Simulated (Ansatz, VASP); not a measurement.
## BaTiO3: VASP beside Ansatz

The input INCAR:

```
SYSTEM = BaTiO3
  PREC = Accurate
  ENCUT = 520
  EDIFF = 1E-7
  ISMEAR = 0
  SIGMA = 0.05
  LREAL = .FALSE.
  LASPH = .TRUE.
  NELM = 150
  ALGO = Normal
  ISIF = 2
  LWAVE = .FALSE.
  LCHARG = .FALSE.
  LMAXMIX = 4
  LDAU = .TRUE.
  LDAUTYPE = 2
  LDAUL = -1 2 -1
  LDAUU = 0 4 0
  LDAUJ = 0 0 0
  LDAUPRINT = 1
  GGA = PE
  NBANDS = 51
```

KPOINTS

```
regular mesh
0
G
  6 6 4
  0 0 0
```

Contents of POSCAR:

```
BaTiO3
1.0
    2.8603720851      1.6514365933      2.3460535783
   -2.8603720851      1.6514365933      2.3460535783
    0.0000000000     -6.6057463733      4.6921071566
Ba Ti O
2 2 6
Direct
    0.0028554935      0.0028963210      0.0011439187
    0.0028554935      0.0028963210      0.5011439187
    0.5115588318      0.5112683341      0.2577959512
    0.5115588318      0.5112683341      0.7577959512
    0.4982593579      0.5003860362      0.5086252182
    0.4982593579      0.5003860362      1.0086252182
    0.5001125501      0.9634425865      0.2352757976
    0.5001125501      0.9634425865      0.7352757976
    0.9670538131      0.5021157891      0.2352148544
    0.9670538131      0.5021157891      0.7352148544
```

Input for Ansatz:

```yaml
crystal:
  lattice:
    - [2.8603720851, 1.6514365933, 2.3460535783]
    - [-2.8603720851, 1.6514365933, 2.3460535783]
    - [0.0, -6.6057463733, 4.6921071566]
  atoms:
    - { symbol: Ba, position: [0.0028554935, 0.002896321, 0.0011439187] }
    - { symbol: Ba, position: [0.0028554935, 0.002896321, 0.5011439187] }
    - { symbol: Ti, position: [0.5115588318, 0.5112683341, 0.2577959512] }
    - { symbol: Ti, position: [0.5115588318, 0.5112683341, 0.7577959512] }
    - { symbol: O, position: [0.4982593579, 0.5003860362, 0.5086252182] }
    - { symbol: O, position: [0.4982593579, 0.5003860362, 1.0086252182] }
    - { symbol: O, position: [0.5001125501, 0.9634425865, 0.2352757976] }
    - { symbol: O, position: [0.5001125501, 0.9634425865, 0.7352757976] }
    - { symbol: O, position: [0.9670538131, 0.5021157891, 0.2352148544] }
    - { symbol: O, position: [0.9670538131, 0.5021157891, 0.7352148544] }
basis:
  ecutwfc: 420
kpoints:
  mp_grid: { grid: [6, 6, 4] }
hamiltonian:
  xc: pbe
  hubbard: { sites: [{ species: Ti, l: d, u_eff: 4.0 }] }
scf:
  occupations: { method: gaussian, width: 0.05 }
output:
  forces: true
  stress: true
  eigenvalues: true
  write_density: true
  write_potential: true
  elf: true
  volumetric_format: npy
```

Change from the starting cell: mode 26 (455.9 1/cm) frozen in, largest displacement +0.150 Å.

Alike in both runs: task single point; functional PBE; k mesh 6 × 6 × 4; occupations gaussian, width 0.05 eV; no spin polarisation; Hubbard terms Ti d U = 4.0 eV.

|  | VASP | Ansatz |
| --- | --- | --- |
| version | VASP 6.6.1 | Ansatz 0.2.0 |
| potentials or method | VASP PAW PBE potentials, release 64 (Ba_sv, Ti_sv, O), cutoff 520 eV | scalar-relativistic, plane waves, PAW |
| valence electrons in the cell | 80 | 80 |

|  | VASP | Ansatz | Ansatz less VASP |
| --- | --- | --- | --- |
| gap on the k mesh at the Fermi level (eV) | 2.63 | 2.65 | +0.019 |
| least direct gap on the mesh (eV) | 2.88 | 2.81 | -0.063 |
| pressure (GPa) | 5.5 | 1.9 | -3.56 |
| traceless stress, the component that is largest in VASP (GPa) | -2.83 | -2.84 | -0.010 |
| rms of the force components (eV/Å) | 0.873 | 0.736 | -0.1370 |

The programs project onto different local orbitals, so the same U acts differently, and such runs can settle in different states. Atom by atom the forces differ by 0.286 eV/Å (rms over components).

Spin-orbit coupling is off throughout.
